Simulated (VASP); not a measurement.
Write the native input for VASP 6.6.1 that does the following.

* Task: single point
* Functional: PBE
* Potentials or basis: VASP PAW PBE potentials, release 64 (Cs_sv, Ge_d)
* Cutoff: 520 eV
* k mesh: 4 × 4 × 4
* Occupations: gaussian, width 0.1 eV
* Spin: no spin polarisation
* Dipole correction: no
* Further INCAR settings: ALGO = Normal; EDIFF = 1e-07; NBANDS = 38

The structure of Cs2Ge3 lies in POSCAR:

```
Cs2Ge3
1.0
   -2.3857816800      3.9555075700      4.9422804800
    2.3857816800     -3.9555075700      4.9422804800
    2.3857816800      3.9555075700     -4.9422804800
Cs Ge
2 3
Direct
    0.7245000000      0.2245000000      0.5000000000
    0.2755000000      0.7755000000      0.5000000000
    0.0000000000      0.0000000000      0.0000000000
    0.7031999900      0.5000000000      0.2031999900
    0.2968000100      0.5000000000      0.7968000100
```

These files were run (other wordings do the same):

INCAR

```
SYSTEM = Cs2Ge3
ALGO     = Normal         ! electronic algorithm
EDIFF    = 1E-7           ! SCF threshold, eV
ENCUT    = 520            ! plane-wave cutoff, eV
GGA      = PE             ! functional
ISIF     = 2              ! what is computed and relaxed
ISMEAR   = 0              ! smearing method
LASPH    = .TRUE.         ! aspherical terms in the spheres
LCHARG   = .FALSE.        ! write CHGCAR
LREAL    = .FALSE.        ! projectors in reciprocal space
LWAVE    = .FALSE.        ! write WAVECAR
NBANDS   = 38             ! bands
NELM     = 60             ! most SCF steps
PREC     = Accurate       ! precision mode
SIGMA    = 0.1            ! smearing width, eV
```

KPOINTS

```
k-points
0
G
  4 4 4
  0 0 0
```

Potentials or basis: VASP PAW PBE potentials, release 64 (Cs_sv, Ge_d).

Run with:

```sh
$ cat potpaw_PBE.64/Cs_sv/POTCAR potpaw_PBE.64/Ge_d/POTCAR > POTCAR
$ mpirun -np 1 vasp_std > vasp.out
```

Results of the run:

```yaml
Pressure: -0.5 GPa
Largest_force: 0.165 eV/Å
Band_gap_on_the_k_mesh: zero (band 30 reaches 2.59 eV, above the bottom of band 31 at 2.17 eV)
```

Caveat: the k points lie up to 0.38 Å⁻¹ apart; spin-orbit coupling is left out, which moves the levels of the heavy elements.

Wall time 3.9 min on 1 thread of AMD EPYC 7R13 Processor (Zen 3) (shared host), peak memory 0.36 GiB.
